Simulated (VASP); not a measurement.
A run of VASP 6.6.1 is set up as follows.

Contents of INCAR:

```
SYSTEM = Re
PREC     = Accurate       ! precision mode
ENCUT    = 520            ! plane-wave cutoff, eV
EDIFF    = 1E-7           ! SCF threshold, eV
ISMEAR   = -1             ! smearing method
SIGMA    = 0.1            ! smearing width, eV
LREAL    = .FALSE.        ! projectors in reciprocal space
LASPH    = .TRUE.         ! aspherical terms in the spheres
NELM     = 100            ! most SCF steps
ALGO     = Normal         ! electronic algorithm
ISIF     = 2              ! what is computed and relaxed
LWAVE    = .FALSE.        ! write WAVECAR
LCHARG   = .TRUE.         ! write CHGCAR
GGA      = PS             ! functional
LELF     = .TRUE.         ! ELF
LVHAR    = .TRUE.       
NBANDS   = 10             ! bands
```

File KPOINTS:

```
regular mesh
0
G
  20 20 20
  0 0 0
```

Contents of POSCAR:

```
Re
1.0
    2.5541110586      0.0000000000      0.0000000000
    0.0000000000      2.5541110586      0.0000000000
    0.0000000000      0.0000000000      2.5541110586
Re
1
Direct
    0.0000000000      0.0000000000      0.0000000000
```

Potentials or basis: VASP PAW PBE potentials, release 64 (Re).

Run with:

```bash
$ cat potpaw_PBE.64/Re/POTCAR > POTCAR
$ mpirun -np 1 vasp_std > vasp.out
```

Problem. Predict the pressure.

Solution. -0.8 GPa.

Caveat: the PAW data sets were made with another functional, which shifts forces and pressure a little.
